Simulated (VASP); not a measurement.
# SiC (F-43m) in VASP: further runs, part 2 of 2

VASP 6.6.1.

## 3. Relaxation of cell and atoms, LDA

This run uses another cell than the first one, of 10.32 Å³/atom, 1.017 times its volume.

Input file INCAR:

```
SYSTEM = SiC
  ALGO = Normal
  EDIFF = 1E-6
  EDIFFG = -0.005
  ENCUT = 600
  GGA = CA
  IBRION = 2
  ISIF = 3
  ISMEAR = 0
  LASPH = .True.
  LCHARG = .False.
  LREAL = .False.
  LWAVE = .False.
  NELM = 60
  NSW = 100
  PREC = Accurate
  SIGMA = 0.02
```

Input file KPOINTS:

```
k-points
0
Gamma
  10 10 10
  0 0 0
```

Input file POSCAR:

```
SiC
1.0
    0.0000000000      2.1769966200      2.1769966200
    2.1769966200      0.0000000000      2.1769966200
    2.1769966200      2.1769966200      0.0000000000
Si C
1 1
Direct
    0.7500000000      0.7500000000      0.7500000000
    0.0000000000      0.0000000000      0.0000000000
```

Potentials or basis: VASP PAW LDA potentials, release 64 (Si, C).

Command:

```bash
cat potpaw_LDA.64/Si/POTCAR potpaw_LDA.64/C/POTCAR > POTCAR
mpirun -np 1 vasp_std > vasp.out
```

OUTCAR:

```text
SYSTEM = SiC
   EDIFF = 1E-6
   EDIFFG = -0.005
   ENCUT = 600
   GGA = CA
   IBRION = 2
   ISIF = 3
   ISMEAR = 0
   LASPH = .True.
   LREAL = .False.
   NELM = 60
   NSW = 100
   PREC = Accurate

 ion  position               nearest neighbor table
   1  0.750  0.750  0.750-   2 1.89   2 1.89   2 1.89   2 1.89
   2  0.000  0.000  0.000-   1 1.89   1 1.89   1 1.89   1 1.89

  LATTYP: Found a face centered cubic cell.
 ALAT       =     4.3539932400

  Lattice vectors:

 A1 = (   0.0000000000,   2.1769966200,   2.1769966200)
 A2 = (   2.1769966200,   0.0000000000,   2.1769966200)
 A3 = (   2.1769966200,   2.1769966200,   0.0000000000)

Analysis of symmetry for initial positions (statically):
=====================================================================
 Subroutine PRICEL returns:
 Original cell was already a primitive cell.

 Routine SETGRP: Setting up the symmetry group for a
 face centered cubic supercell.

 Subroutine GETGRP returns: Found 24 space group operations
 (whereof 24 operations were pure point group operations)
 out of a pool of 48 trial point group operations.

The static configuration has the point symmetry T_d .

Analysis of symmetry for dynamics (positions and initial velocities):
=====================================================================
 Subroutine PRICEL returns:
 Original cell was already a primitive cell.

 Routine SETGRP: Setting up the symmetry group for a
 face centered cubic supercell.

 Subroutine GETGRP returns: Found 24 space group operations
 (whereof 24 operations were pure point group operations)
 out of a pool of 48 trial point group operations.

The dynamic configuration has the point symmetry T_d .

 Subroutine INISYM returns: Found 24 space group operations
 (whereof 24 operations are pure point group operations),
 and found     1 'primitive' translations

----------------------------------------------------------------------------------------

                                     Primitive cell

  volume of cell :      20.6349

  direct lattice vectors                    reciprocal lattice vectors
     0.000000000  2.176996620  2.176996620    -0.229674220  0.229674220  0.229674220
     2.176996620  0.000000000  2.176996620     0.229674220 -0.229674220  0.229674220
     2.176996620  2.176996620  0.000000000     0.229674220  0.229674220 -0.229674220

  length of vectors
     3.078738145  3.078738145  3.078738145     0.397807418  0.397807418  0.397807418

  position of ions in fractional coordinates (direct lattice)
     0.750000000  0.750000000  0.750000000
     0.000000000  0.000000000  0.000000000

  ion indices of the primitive-cell ions
   primitive index   ion index
                 1           1
                 2           2

----------------------------------------------------------------------------------------

 KPOINTS: k-points

[... 27 lines left out ...]
  0.300000  0.000000  0.000000      8.000000
  0.400000  0.000000  0.000000      8.000000
  0.500000  0.000000  0.000000      4.000000
[... 16 lines left out ...]
  0.300000  0.300000  0.000000      6.000000
  0.400000  0.300000  0.000000     24.000000
 [... further k-points ...]
   k-points           NKPTS =     47   k-points in BZ     NKDIM =     47   number of bands    NBANDS=      8
   number of dos      NEDOS =    301   number of ions     NIONS =      2
   total plane-waves  NPLWV =  21952
   dimension x,y,z NGX =    28 NGY =   28 NGZ =   28
   dimension x,y,z NGXF=    56 NGYF=   56 NGZF=   56
   ions per type =               1   1
   NGX,Y,Z   is equivalent  to a cutoff of  15.12, 15.12, 15.12 a.u.
   NGXF,Y,Z  is equivalent  to a cutoff of  30.24, 30.24, 30.24 a.u.
 SYSTEM =  SiC
   PREC   = accura    normal or accurate (medium, high low for compatibility)
   ISTART =      0    job   : 0-new  1-cont  2-samecut
   ICHARG =      2    charge: 1-file 2-atom 10-const
   ISPIN  =      1    spin polarized calculation?
   LNONCOLLINEAR =      F non collinear calculations
   LSORBIT =      F    spin-orbit coupling
   LASPH  =      T    aspherical Exc in radial PAW
   ENCUT  =  600.0 eV  44.10 Ry    6.64 a.u.   6.15  6.15  6.15*2*pi/ulx,y,z
   NELM   =     60;   NELMIN=  2; NELMDL= -5     # of ELM steps
   EDIFF  = 0.1E-05   stopping-criterion for ELM
   LREAL  =      F    real-space projection
   EDIFFG = -.5E-02   stopping-criterion for IOM
   NSW    =    100    number of steps for IOM
   IBRION =      2    ionic relax: 0-MD 1-quasi-New 2-CG
   NFREE  =      1    steps in history (QN), initial steepest desc. (CG)
   ISIF   =      3    stress and relaxation
   ISYM   =      2    0-nonsym 1-usesym 2-fastsym
   POTIM  = 0.5000    time-step for ionic-motion
   TEBEG  =    0.0;   TEEND  =   0.0 temperature during run
   PSTRESS=    0.0 pullay stress
   NELECT =       8.0000    total number of electrons
   NUPDOWN=      -1.0000    fix difference up-down
   EMIN   =  10.00;   EMAX   =-10.00  energy-range for DOS
   EFERMI =   0.00;   METHOD = LEGACY
   ISMEAR =     0;   SIGMA  =   0.02  broadening in eV -4-tet -1-fermi 0-gaus
   EFERMI_NEDOS =   21; number of points for ismear=-14 and -15
   IALGO  =     38    algorithm
   IMIX   =      4    mixing-type and parameters
     AMIX     =   0.40;   BMIX     =  1.00
     AMIX_MAG =   1.60;   BMIX_MAG =  1.00
  volume/ion in A,a.u.               =      10.32        69.63
  Fermi-wavevector in a.u.,A,eV,Ry     =   1.193723  2.255810 19.387972  1.424976
  Thomas-Fermi vector in A             =   2.329731
   LORBIT       =      0    0 simple, 1 ext, 2 COOP (PROOUT), +10 PAW based schemes
   GGA     = CA    functional components
   LHFCALC =     F    Hartree Fock is set to
   AEXX    =    0.0000 exact exchange contribution
   IVDW    =     0    specifies the selected vdW correction
   LEPSILON=     F    determine dielectric tensor
   LRPA    =     F    only Hartree local field effects (RPA)
 conjugate gradient relaxation of ions
 non-spin polarized calculation
 Gauss-broadening in eV      SIGMA  =   0.02
  energy-cutoff  :      600.00
  volume of cell :       20.63
 maximum number of plane-waves:       701
 NGX is ok and might be reduce to    28
   NGX = 13   NGY = 13   NGZ = 13

--------------------------------------- Ionic step        1  -------------------------------------------

 number of electron       8.0000000 magnetization

 Free energy of the ion-electron system (eV)
  ---------------------------------------------------
  ext. energy  EPLUGINS =         0.00000000
  ---------------------------------------------------
  free energy    TOTEN  =       -16.64130028 eV

  energy without entropy =      -16.64130028  energy(sigma->0) =      -16.64130028

------------------------ aborting loop because EDIFF is reached ----------------------------------------

  FORCE on cell =-STRESS in cart. coord.  units (eV):
  Direction    XX          YY          ZZ          XY          YZ          ZX
  --------------------------------------------------------------------------------------
  -------------------------------------------------------------------------------------
  Total       -0.4621166     -0.4621166     -0.4621166      0.0000000     -0.0000000      0.0000000
  in kB      -35.8805347    -35.8805347    -35.8805347      0.0000000     -0.0000000      0.0000000
  external PRESSURE =     -35.8805347 kB  Pullay stress =       0.0000000 kB
[... 59 lines left out ...]
--------------------------------------- Ionic step        3  -------------------------------------------

 number of electron       8.0000000 magnetization

 Free energy of the ion-electron system (eV)
  ---------------------------------------------------
  ext. energy  EPLUGINS =         0.00000000
  ---------------------------------------------------
  free energy    TOTEN  =       -16.64508314 eV

  energy without entropy =      -16.64508314  energy(sigma->0) =      -16.64508314

 E-fermi :   8.4416     XC(G=0): -11.6373

 val. band max:        8.2779110043   @ k =   0.0000   0.0000   0.0000
 cond. band min:       9.5668962950   @ k =   0.5000   0.5000   0.0000
 fundamental gap:      1.2889852907
 Fermi energy:         8.4415503255

 k-point     1 :       0.0000    0.0000    0.0000
  band No.  band energies     occupation
      1      -7.1864      2.00000
      2       8.2779      2.00000
      3       8.2779      2.00000
      4       8.2779      2.00000
      5      14.7934      0.00000
      6      15.6020      0.00000
      7      15.6020      0.00000
      8      15.6020      0.00000
[... 243 lines left out ...]
 k-point    24 :       0.4000    0.3000    0.0000
  band No.  band energies     occupation
      1      -3.9737      2.00000
      2       2.7225      2.00000
      3       5.0747      2.00000
      4       5.6159      2.00000
      5      11.0962      0.00000
      6      13.8592      0.00000
      7      19.9652      0.00000
      8      20.2355      0.00000

 [... further k-points ...]
[... 5 lines left out ...]
  --------------------------------------------------------------------------------------
  -------------------------------------------------------------------------------------
  Total       -0.0014326     -0.0014326     -0.0014326     -0.0000000      0.0000000     -0.0000000
  in kB       -0.1130529     -0.1130529     -0.1130529     -0.0000000      0.0000000     -0.0000000
  external PRESSURE =      -0.1130529 kB  Pullay stress =       0.0000000 kB
[... 17 lines left out ...]
  FREE ENERGIE OF THE ION-ELECTRON SYSTEM (eV)
  ---------------------------------------------------
  free  energy   TOTEN  =       -16.6450831401 eV

  energy  without entropy=      -16.6450831401  energy(sigma->0) =      -16.64508314

 reached required accuracy - stopping structural energy minimisation
```

CONTCAR:

```text
SiC
   1.00000000000000
     0.0000000000000000    2.1652666404642051    2.1652666404642051
     2.1652666404642051    0.0000000000000000    2.1652666404642051
     2.1652666404642051    2.1652666404642051    0.0000000000000000
  Si              C
     1     1
Direct
     0.7500000000000000    0.7500000000000000    0.7500000000000000
     0.0000000000000000    0.0000000000000000    0.0000000000000000

  0.00000000E+00  0.00000000E+00  0.00000000E+00
  0.00000000E+00  0.00000000E+00  0.00000000E+00
```

Run time: 31 s. Hardware: 1 thread of AMD EPYC 7R43 (Zen 3), shared host; peak memory 0.1 GiB.

Results:

- Free energy: -16.6451 eV
- Relaxed volume: 10.15 Å³/atom
- Relaxed cell: a = 3.062 Å, b = 3.062 Å, c = 3.062 Å, α = 60.00°, β = 60.00°, γ = 60.00°
- Space group after relaxing (to 0.05 Å): F-43m (No. 216)
- Energy gained by relaxing: 1.9 meV/atom
- Ionic steps: 3
- Pressure after relaxing: 0.0 GPa
- Band gap on the k mesh: 1.29 eV, indirect (least direct gap 4.52 eV)

Step by step:
```
step  energy change (eV)  largest force (eV/Å)  pressure (GPa)  volume (Å³)
   1              0.0000                0.0000           -3.59        20.63
   2              0.0006                0.0000            4.11        19.95
   3             -0.0038                0.0000           -0.01        20.30
```

Final structure:
```cif
data_structure
_symmetry_space_group_name_H-M 'P 1'
_symmetry_Int_Tables_number 1
_cell_length_a 3.0621
_cell_length_b 3.0621
_cell_length_c 3.0621
_cell_angle_alpha 60.000
_cell_angle_beta 60.000
_cell_angle_gamma 60.000
_cell_volume 20.30
loop_
_atom_site_label
_atom_site_type_symbol
_atom_site_fract_x
_atom_site_fract_y
_atom_site_fract_z
_atom_site_occupancy
Si1 Si 0.75000 0.75000 0.75000 1
C1 C 0.00000 0.00000 0.00000 1
```

Levels at points of the mesh, in eV from the valence-band top:
```
           k point  band 2  band 3  band 4  band 5  band 6  band 7
(0.00, 0.00, 0.00)    0.00    0.00    0.00    6.52    7.32    7.32
(0.50, 0.00, 0.00)   -8.66   -1.06   -1.06    5.56    7.21    7.21
(0.50, 0.50, 0.00)   -7.87   -3.23   -3.23    1.29    4.26   14.05
```

A k mesh can miss the band edges. A hybrid or GW would open this gap; LDA tends to underestimate it.
